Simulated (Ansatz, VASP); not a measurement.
**Two plane-wave programs on Al3GaSb4**

```
Al Sb Ga
1.0
    -3.08368    3.08368    6.16713
     3.08368   -3.08368    6.16713
     3.08368    3.08368   -6.16713
Al Sb Ga
3 4 1
Cartesian
  0.0000 3.0837 3.0836
  0.0000 0.0000 6.1671
  3.0837 0.0000 3.0836
  1.5477 -1.5477 4.6286
  1.5477 1.5477 7.7057
  -1.5477 1.5477 4.6286
  1.5360 1.5360 1.5385
  0.0000 0.0000 0.0000
```

Alike in both runs: task single point; functional r2SCAN; k mesh 6 × 6 × 6; no spin polarisation.

|  | VASP | Ansatz |
| --- | --- | --- |
| version | VASP 6.6.1 | Ansatz 0.2.0 |
| potentials or method | VASP PAW PBE potentials, release 64 (Al, Sb, Ga_d) | plane waves, PAW |
| plane-wave cutoff (eV) | 550 | 500 |
| occupations | gaussian, width 0.01 eV | fixed |
| valence electrons in the cell | 42 | 82 |

```tsv
	VASP	Ansatz	Ansatz less VASP
gap on the k mesh at the Fermi level (eV)	1.12	1.13	+0.013
pressure (GPa)	0.1	0.0	-0.15
```

VASP's potentials were made for PBE, not for r2SCAN. VASP's potentials hold 42 valence electrons a cell and Ansatz's 82, so a difference there can come from the potentials and not from the codes.

Neither program's run includes spin-orbit coupling.
